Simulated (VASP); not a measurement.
SnPb3O4, 8 atoms in the cell. Symmetry: P4mm, No. 99, tetragonal system. The conventional cell has a = 5.659 Å, b = 5.659 Å, c = 5.360 Å, α = 90.00°, β = 90.00°, γ = 90.00°. Sn (site symmetry 4mm) has 4 O at 2.23 Å within 2.9 Å. Pb (site symmetry 4mm) has 4 O at 2.36 Å within 3.1 Å. Pb (site symmetry 2mm) has 4 O at 2.35 Å within 3.1 Å. Within 2.9 Å of O (site symmetry m) lie 1 Sn at 2.23 Å and 3 Pb at 2.35 to 2.36 Å and 4 O at 2.78 to 2.88 Å. 

```yaml
Program: VASP 6.6.1
Task: relaxation of cell and atoms
Functional: PBE
Potentials_or_basis: VASP PAW PBE potentials, release 64 (Sn_d, Pb_d, O)
Cutoff: 600 eV
k_mesh: 6 × 6 × 6
Occupations: gaussian, width 0.02 eV
Spin: no spin polarisation
Dipole_correction: no
Further_INCAR_settings: ALGO = Normal; EDIFF = 1e-07; IBRION = 2; EDIFFG = -0.01; NSW = 100; ISIF = 3
```

Potentials or basis: VASP PAW PBE potentials, release 64 (Sn_d, Pb_d, O).

Launch:

```bash
$ cat potpaw_PBE.64/Sn_d/POTCAR potpaw_PBE.64/Pb_d/POTCAR potpaw_PBE.64/O/POTCAR > POTCAR
$ mpirun -np 2 vasp_std > vasp.out
```

Hardware: 2 MPI ranks on Intel(R) Xeon(R) 6975P-C (Granite Rapids), with other jobs on the host.

**Question.** How long does it take, and how much memory?

**Answer.** It took 6.3 min on 2 MPI ranks on Intel(R) Xeon(R) 6975P-C (Granite Rapids), with other jobs on the host, peak memory 0.57 GiB a rank. Counts: scf iterations 37, k points 40, ion steps 3.
